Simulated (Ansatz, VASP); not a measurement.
# One calculation of Cl, two programs

The input POSCAR:

```
Cl
1.0
    3.0807983119     -2.2040687446      0.0000000000
    3.0807983119      2.2040687446      0.0000000000
    0.0000000000      0.0000000000      8.0424019526
Cl
4
Direct
    0.3700000000      0.6300000000      0.4000000000
    0.1300000000      0.8700000000      0.9000000000
    0.6300000000      0.3700000000      0.6000000000
    0.8700000000      0.1300000000      0.1000000000
```

Contents of INCAR.step1:

```
PREC = Accurate ; ENCUT = 520
ISMEAR = -1 ; SIGMA = 0.05
LREAL = False ; LASPH = True
NELM = 80 ; NBANDS = 22
GGA = PE ; ALGO = Normal
EDIFF = 1E-4 ; LWAVE = True
LCHARG = False
```

Contents of INCAR.step2:

```
PREC = Accurate ; ENCUT = 520
EDIFF = 1E-6 ; ISMEAR = -1
SIGMA = 0.05 ; LREAL = False
LASPH = True ; NELM = 80
ALGO = Normal ; ISIF = 2
LWAVE = False ; LCHARG = True
METAGGA = R2SCAN ; LMIXTAU = True
LELF = True ; LVHAR = True
NBANDS = 22 ; ISTART = 1
```

The input KPOINTS:

```
regular mesh
0
Gamma
  7 7 4
```

Contents of input.yaml:

```yaml
crystal:
  lattice:
    - [3.0807983119, -2.2040687446, 0.0]
    - [3.0807983119, 2.2040687446, 0.0]
    - [0.0, 0.0, 8.0424019526]
  atoms:
    - { symbol: Cl, position: [0.37, 0.63, 0.4] }
    - { symbol: Cl, position: [0.13, 0.87, 0.9] }
    - { symbol: Cl, position: [0.63, 0.37, 0.6] }
    - { symbol: Cl, position: [0.87, 0.13, 0.1] }
hamiltonian:
  xc: r2scan
  pseudopotentials: { kind: paw }
kpoints:
  mp_grid: { grid: [7, 7, 4] }
scf:
  occupations: { method: fermi_dirac, width: 0.05 }
output:
  forces: true
  stress: true
  eigenvalues: true
```

Alike in both runs: task single point; functional r2SCAN; k mesh 7 × 7 × 4; occupations fermi-dirac, width 0.05 eV; no spin polarisation.

|  | VASP | Ansatz |
| --- | --- | --- |
| version | VASP 6.6.1 | Ansatz 0.2.0 |
| potentials or method | VASP PAW PBE potentials, release 64 (Cl) | Ansatz PAW |
| plane-wave cutoff (eV) | 520 | 500 |
| valence electrons in the cell | 28 | 28 |

|  | VASP | Ansatz | Ansatz less VASP |
| --- | --- | --- | --- |
| gap on the k mesh at the Fermi level (eV) | 3.14 | 3.11 | -0.031 |
| least direct gap on the mesh (eV) | 3.20 | 3.17 | -0.032 |
| pressure (GPa) | 0.8 | 1.3 | +0.51 |
| traceless stress, the component that is largest in VASP (GPa) | 0.47 | 0.88 | +0.409 |
| rms of the force components (eV/Å) | 0.217 | 0.342 | +0.1244 |

VASP's potentials were made for PBE, not for r2SCAN. Atom by atom the forces differ by 0.126 eV/Å (rms over components). One of these differences is far larger than is usual between the two programs; its cause wasn't traced. With one functional, cell and mesh, what is left measures potentials, basis and numerics.

Noted on Ansatz's run: odd divisions of the mesh miss points on the zone boundary, where band edges often lie, so the gap on the mesh can be too wide.
